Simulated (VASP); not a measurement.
Wanted: the native input for a VASP 6.6.1 run.

| Quantity | Value |
| --- | --- |
| Task | single point |
| Functional | PBEsol |
| Potentials or basis | VASP PAW PBE potentials, release 64 (Ti_sv) |
| Cutoff | 520 eV |
| k mesh | 28 × 28 × 28 |
| Occupations | gaussian, width 0.15 eV |
| Spin | no spin polarisation |
| Dipole correction | no |
| Further INCAR settings | ALGO = Fast; EDIFF = 1e-06; NBANDS = 12 |

The structure of Ti lies in POSCAR:

```
Ti
1.0
   -1.4300678320      1.4300678320      2.0221159145
    1.4300678320     -1.4300678320      2.0221159145
    1.4300678320      1.4300678320     -2.0221159145
Ti
1
Direct
    0.0000000000      0.0000000000      0.0000000000
```

This cell differs from its parent crystal: ratio of the length along z to the lengths across it x 1.414, volume and fractional coordinates fixed.

These files were run (other wordings do the same):

INCAR

```
SYSTEM = Ti
ALGO = Fast ; EDIFF = 1E-6
ENCUT = 520 ; GGA = PS
ISIF = 2 ; ISMEAR = 0
LASPH = .True. ; LCHARG = .True.
LELF = .True. ; LREAL = .False.
LVHAR = .True. ; LWAVE = .False.
NBANDS = 12 ; NELM = 60
PREC = Accurate ; SIGMA = 0.15
```

KPOINTS

```
k-points
0
Gamma
  28 28 28
  0 0 0
```

Potentials or basis: VASP PAW PBE potentials, release 64 (Ti_sv).

Run with:

```sh
$ cat potpaw_PBE.64/Ti_sv/POTCAR > POTCAR
$ mpirun -np 1 vasp_std > vasp.out
```

Results of the run:

| Item | Value |
| --- | --- |
| Pressure | 0.8 GPa |
| Band gap on the k mesh | zero (band 6 reaches 9.52 eV, above the bottom of band 7 at 8.18 eV) |

Caveat: the PAW data sets were made with another functional, which shifts forces and pressure a little.

It took 4.8 min on 1 thread of Intel Xeon 6975P-C (shared host), peak memory 0.42 GiB.
